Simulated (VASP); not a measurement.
Runs of VASP 6.6.1 on MnPt2. The structure is that of space group P-3m1 (No. 164), or close to it. The cells are those of the table. 

```tsv
level	potentials or basis	spin	fixed moment (μB)	cell	k mesh	cutoff (eV)	smearing	gap on the mesh (eV)	pressure (GPa)	moment (μB)	largest force (eV/Å)
PBEsol	VASP PAW PBE potentials, release 64 (Pt, Mn_pv)	collinear, ferromagnetic start	-	a = 2.858, b = 2.858, c = 6.533 Å, angles 90.0, 90.0, 120.0°, 3 atoms	9 × 9 × 4	500	gaussian 0.1 eV	none	(a)	4.50	0.07
LDA	VASP PAW LDA potentials, release 64 (Pt, Mn_pv)	collinear, ferromagnetic start	-	a = 2.820, b = 2.820, c = 6.444 Å, angles 90.0, 90.0, 120.0°, 3 atoms	11 × 11 × 4	520	fermi-dirac 0.05 eV	none	-10.1	3.90	0.03
PBE	VASP PAW PBE potentials, release 64 (Pt, Mn_pv)	collinear, zero start	0.0	a = 2.858, b = 2.858, c = 6.533 Å, angles 90.0, 90.0, 120.0°, 3 atoms	9 × 9 × 4	520	fermi-dirac 0.05 eV	-	-17.2	0.00	(b)
PBE	VASP PAW PBE potentials, release 64 (Pt, Mn_pv)	collinear, ferromagnetic start	-	a = 2.858, b = 2.858, c = 6.533 Å, angles 90.0, 90.0, 120.0°, 3 atoms	10 × 10 × 4	500	fermi-dirac 0.1 eV	none	-1.0	4.41	0.02
LDA	VASP PAW LDA potentials, release 64 (Pt, Mn_pv)	collinear, ferromagnetic start	-	a = 2.839, b = 2.839, c = 6.489 Å, angles 90.0, 90.0, 120.0°, 3 atoms	11 × 11 × 4	520	fermi-dirac 0.05 eV	none	-13.3	4.04	0.07
```

Alike in all rows: task single point.

**Question.** Fill in the values left out.

**Answer.** (a) -9.2; (b) 0.33.

Caveats: spin-orbit coupling is left out, which moves the levels of the heavy elements; the PAW data sets were made with another functional, which shifts forces and pressure a little (some runs); the total moment is fixed, so each spin has its own Fermi level (some runs).

A k mesh can miss the band edges, and the runs leave out spin-orbit coupling on Pt.

A gap of «none» marks levels without a gap at the run's occupations.
